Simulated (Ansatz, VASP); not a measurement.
Si5P in VASP and in Ansatz

The input INCAR:

```
ALGO = Normal ; EDIFF = 1E-7
EDIFFG = -0.04 ; ENCUT = 600
GGA = PE ; IBRION = 2
ISIF = 3 ; ISMEAR = 0
LASPH = T ; LCHARG = F
LREAL = F ; LWAVE = F
NELM = 100 ; NSW = 90
PREC = Accurate ; SIGMA = 0.1
```

Contents of KPOINTS:

```
k-points
0
Gamma
  4 4 4
```

POSCAR

```
Si5P
1.0
    0.0000000000      3.7750964300      3.7750964300
    3.7750964300      0.0000000000      3.7750964300
    3.7750964300      3.7750964300      0.0000000000
Si P
5 1
Direct
    0.7500000000      0.7500000000      0.7500000000
    0.3750000000      0.3750000000      0.8750000000
    0.3750000000      0.8750000000      0.3750000000
    0.8750000000      0.3750000000      0.3750000000
    0.3750000000      0.3750000000      0.3750000000
    0.0000000000      0.0000000000      0.0000000000
```

Input for Ansatz:

```yaml
crystal:
  lattice:
    - [0.0, 3.77509643, 3.77509643]
    - [3.77509643, 0.0, 3.77509643]
    - [3.77509643, 3.77509643, 0.0]
  atoms:
    - { symbol: Si, position: [0.75, 0.75, 0.75] }
    - { symbol: Si, position: [0.375, 0.375, 0.875] }
    - { symbol: Si, position: [0.375, 0.875, 0.375] }
    - { symbol: Si, position: [0.875, 0.375, 0.375] }
    - { symbol: Si, position: [0.375, 0.375, 0.375] }
    - { symbol: P, position: [0.0, 0.0, 0.0] }
basis:
  ecutwfc: 420
kpoints:
  mp_grid: { grid: [4, 4, 4] }
hamiltonian:
  xc: pbe
scf:
  occupations: { method: gaussian, width: 0.1 }
  lower_state_search: "off"
output:
  forces: true
  stress: true
  eigenvalues: true
relax:
  adjacent_minimum: "off"
  f_tol: 0.04
  max_steps: 70
  cell: { stress_tol: 0.4 }
```

Change from the starting cell: species swapped into the ZrNi5 type (F-43m, No. 216).

Alike in both runs: task relaxation of cell and atoms; functional PBE; k mesh 4 × 4 × 4; occupations gaussian, width 0.1 eV; no spin polarisation.

|  | VASP | Ansatz |
| --- | --- | --- |
| version | VASP 6.6.1 | Ansatz 0.2.0 |
| potentials or method | VASP PAW PBE potentials, release 64 (Si, P), cutoff 600 eV | scalar-relativistic, plane waves, PAW |
| valence electrons in the cell | 25 | 25 |

Ansatz gave:

```
gap on the k mesh at the Fermi level, each at its own relaxed structure (eV) : none
relaxed volume (Å³/atom)                                                     : 15.29
relaxed cell length with the largest relative difference (Å)                 : 5.063
```

**Question.** Estimate VASP's values.

**Answer.** gap on the k mesh at the Fermi level, each at its own relaxed structure (eV): none; relaxed volume (Å³/atom): 15.31; relaxed cell length with the largest relative difference (Å): 5.065.

A gap of «none» marks a metal or a gap that the smearing closes.

The k mesh is coarse, so the values compare programs but aren't converged.
